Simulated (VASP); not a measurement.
# Gd (Fm-3m) in VASP: further runs, part 2 of 2

VASP 6.6.1. Earlier steps stand in the parts before.

### Step 4. Single point, PBE, collinear spin, ferromagnetic start

This run uses another cell than the first one, of 32.92 Å³/atom.

Contents of INCAR:

```
SYSTEM = Gd
PREC     = Accurate       ! precision mode
ENCUT    = 520            ! plane-wave cutoff, eV
EDIFF    = 1E-7           ! SCF threshold, eV
ISMEAR   = -1             ! smearing method
SIGMA    = 0.05           ! smearing width, eV
LREAL    = .FALSE.        ! projectors in reciprocal space
LASPH    = .TRUE.         ! aspherical terms in the spheres
NELM     = 150            ! most SCF steps
ALGO     = Normal         ! electronic algorithm
ISIF     = 2              ! what is computed and relaxed
LWAVE    = .FALSE.        ! write WAVECAR
LCHARG   = .TRUE.         ! write CHGCAR
ISPIN    = 2              ! spin polarisation
MAGMOM   = 7              ! initial moments
LORBIT   = 11             ! projections on sites
LMAXMIX  = 6              ! l up to which the mixer works
GGA      = PE             ! functional
LELF     = .TRUE.         ! ELF
LVHAR    = .TRUE.       
NBANDS   = 19             ! bands
```

Contents of KPOINTS:

```
regular mesh
0
G
  14 14 14
  0 0 0
```

Contents of POSCAR:

```
Gd
1.0
    0.0000000000      2.5436597583      2.5436597583
    2.5436597583      0.0000000000      2.5436597583
    2.5436597583      2.5436597583      0.0000000000
Gd
1
Direct
    0.0000000000      0.0000000000      0.0000000000
```

Potentials or basis: VASP PAW PBE potentials, release 64 (Gd).

Run with:

```bash
> cat potpaw_PBE.64/Gd/POTCAR > POTCAR
> mpirun -np 1 vasp_std > vasp.out
```

OUTCAR:

```text
SYSTEM = Gd
   PREC = Accurate
   ENCUT = 520
   EDIFF = 1E-7
   ISMEAR = -1
   LREAL = .FALSE.
   LASPH = .TRUE.
   NELM = 150
   ISIF = 2
   ISPIN = 2
   LORBIT = 11
   GGA = PE

 ion  position               nearest neighbor table
   1  0.000  0.000  0.000-

  LATTYP: Found a face centered cubic cell.
 ALAT       =     5.0873195166

  Lattice vectors:

 A1 = (   0.0000000000,   2.5436597583,   2.5436597583)
 A2 = (   2.5436597583,   0.0000000000,   2.5436597583)
 A3 = (   2.5436597583,   2.5436597583,   0.0000000000)

Analysis of symmetry for initial positions (statically):
=====================================================================
 Subroutine PRICEL returns:
[... 1259 lines left out ...]
  Total        0.0047567      0.0047567      0.0047567     -0.0000000     -0.0000000      0.0000000
  in kB        0.2315313      0.2315313      0.2315313     -0.0000000     -0.0000000      0.0000000
  external PRESSURE =       0.2315313 kB  Pullay stress =       0.0000000 kB

 VOLUME and BASIS-vectors are now :
 -----------------------------------------------------------------------------
  energy-cutoff  :      520.00
  volume of cell :       32.92
      direct lattice vectors                 reciprocal lattice vectors
     0.000000000  2.543659758  2.543659758    -0.196567170  0.196567170  0.196567170
     2.543659758  0.000000000  2.543659758     0.196567170 -0.196567170  0.196567170
     2.543659758  2.543659758  0.000000000     0.196567170  0.196567170 -0.196567170

 POSITION                                       TOTAL-FORCE (eV/Angst)
 -----------------------------------------------------------------------------------
      0.00000      0.00000      0.00000        -0.000000      0.000000      0.000000
 -----------------------------------------------------------------------------------
    total drift:                               -0.000000      0.000000     -0.000000

  FREE ENERGIE OF THE ION-ELECTRON SYSTEM (eV)
  ---------------------------------------------------
  free  energy   TOTEN  =       -11.6671306543 eV

  energy  without entropy=      -11.6467446510  energy(sigma->0) =      -11.65693765

 total charge

# of ion       s       p       d       f       tot
--------------------------------------------------
    1        2.074   5.559   0.583   6.991  15.207

 magnetization (x)

# of ion       s       p       d       f       tot
--------------------------------------------------
    1        0.002  -0.059   0.170   6.809   6.921
```

OSZICAR:

```text
N       E                     dE             d eps       ncg     rms          rms(c)
DAV:   1     0.981581060307E+02    0.98158E+02   -0.64407E+03 10167   0.483E+03
DAV:   2     0.545832570296E+01   -0.92700E+02   -0.81444E+02 10000   0.328E+02
[... 18 lines left out ...]
DAV:  21    -0.116672342512E+02   -0.75357E-04   -0.74295E-05 11696   0.192E-01    0.483E-01
DAV:  22    -0.116671680023E+02    0.66249E-04   -0.37544E-05 10435   0.142E-01    0.171E-01
DAV:  23    -0.116671389934E+02    0.29009E-04   -0.42200E-05 11290   0.145E-01    0.144E-01
DAV:  24    -0.116671374886E+02    0.15048E-05   -0.91162E-05 11296   0.215E-01    0.103E-01
DAV:  25    -0.116671340310E+02    0.34575E-05   -0.10674E-05 14428   0.363E-02    0.913E-02
DAV:  26    -0.116671305835E+02    0.34475E-05   -0.68447E-06 10700   0.591E-02    0.628E-03
DAV:  27    -0.116671306543E+02   -0.70707E-07   -0.98336E-07 14845   0.148E-02
   1 F= -.11667131E+02 E0= -.11656938E+02  d E =-.203860E-01  mag=     7.4355
```

It took 3.6 min on 1 thread of AMD EPYC 9R45 (Zen 5), shared host; peak memory 0.23 GiB.

What came out:

```
Free energy                                           : -11.6671 eV
Pressure                                              : 0.0 GPa
Net moment                                            : 7.44 μB per cell
Site moments                                          : Gd +6.92 μB
Valence electrons inside the program's atomic spheres : Gd 15.21
```

Caveat: semilocal functionals describe open f shells poorly, which spoils levels, moments and volumes. The state reached can hang on the start; a lower one may exist.

### Step 5. Relaxation of cell and atoms, PBE, collinear spin, ferromagnetic start, target pressure 70 GPa, at which the enthalpy is minimised

Contents of INCAR:

```
SYSTEM = Gd
ALGO = Normal
EDIFF = 1E-7
EDIFFG = -0.005
ENCUT = 600
GGA = PE
IBRION = 2
ISIF = 3
ISMEAR = -1
ISPIN = 2
LASPH = .TRUE.
LCHARG = .FALSE.
LMAXMIX = 6
LORBIT = 11
LREAL = .FALSE.
LWAVE = .FALSE.
MAGMOM = 7
NELM = 150
NSW = 60
PREC = Accurate
PSTRESS = 700.0
SIGMA = 0.05
```

Contents of KPOINTS:

```
k-points
0
G
  16 16 16
  0 0 0
```

Contents of POSCAR:

```
Gd
1.0
    0.0000000000      2.0053539880      2.0053539880
    2.0053539880      0.0000000000      2.0053539880
    2.0053539880      2.0053539880      0.0000000000
Gd
1
Direct
    0.0000000000      0.0000000000      0.0000000000
```

Run with:

```bash
> cat potpaw_PBE.64/Gd/POTCAR > POTCAR
> mpirun -np 1 vasp_std > vasp.out
```

It took 5.8 min on 1 thread of AMD EPYC 9R45 (Zen 5), shared host; peak memory 0.2 GiB.

The run converged, but its numbers aren't listed here, since they failed a check.

Caveat: the cell is relaxed towards a set pressure, so the run minimises the enthalpy, not the energy; semilocal functionals describe open f shells poorly, which spoils levels, moments and volumes.
